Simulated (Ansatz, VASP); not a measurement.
## One calculation of BiTe, two programs

Contents of INCAR:

```
SYSTEM = BiTe
  PREC = Accurate
  ENCUT = 520
  EDIFF = 1E-6
  ISMEAR = 0
  SIGMA = 0.15
  LREAL = .FALSE.
  LASPH = .TRUE.
  NELM = 100
  ALGO = Normal
  ISIF = 2
  LWAVE = .FALSE.
  LCHARG = .FALSE.
  GGA = PS
  NBANDS = 18
```

The input KPOINTS:

```
regular mesh
0
G
  14 14 14
  0 0 0
```

POSCAR

```
BiTe
1.0
    0.0000000000      3.2350000000      3.2350000000
    3.2350000000      0.0000000000      3.2350000000
    3.2350000000      3.2350000000      0.0000000000
Bi Te
1 1
Direct
   -0.0077279753     -0.0077279753      0.0077279753
    0.5000000000      0.5000000000      0.5000000000
```

Input for Ansatz:

```yaml
crystal:
  lattice:
    - [0.0, 3.235, 3.235]
    - [3.235, 0.0, 3.235]
    - [3.235, 3.235, 0.0]
  atoms:
    - { symbol: Bi, position: [-0.0077279753, -0.0077279753, 0.0077279753] }
    - { symbol: Te, position: [0.5, 0.5, 0.5] }
basis:
  ecutwfc: 420
kpoints:
  mp_grid: { grid: [14, 14, 14] }
hamiltonian:
  xc: pbesol
scf:
  occupations: { method: gaussian, width: 0.15 }
output:
  forces: true
  stress: true
  eigenvalues: true
```

Change from the starting cell: all Bi atoms moved +0.050 Å, as atom 1 towards its neighbour atom 2 (Te) at 3.235 Å.

Alike in both runs: task single point; functional PBEsol; k mesh 14 × 14 × 14; occupations gaussian, width 0.15 eV; no spin polarisation.

|  | VASP | Ansatz |
| --- | --- | --- |
| version | VASP 6.6.1 | Ansatz 0.2.0 |
| potentials or method | VASP PAW PBE potentials, release 64 (Bi_d, Te), cutoff 520 eV | scalar-relativistic, plane waves, PAW |
| valence electrons in the cell | 21 | 31 |

|  | VASP | Ansatz | Ansatz less VASP |
| --- | --- | --- | --- |
| gap on the k mesh at the Fermi level (eV) | none | none | - |
| pressure (GPa) | -1.7 | -1.7 | +0.02 |
| rms of the force components (eV/Å) | 0.066 | 0.066 | -0.0006 |

VASP's potentials were made for PBE, not for PBEsol. Atom by atom the forces differ by 0.001 eV/Å (rms over components). A gap of «none» marks a metal or a gap that the smearing closes. VASP's potentials hold 21 valence electrons a cell and Ansatz's 31, so a difference there can come from the potentials and not from the codes.

Neither program's run includes spin-orbit coupling.
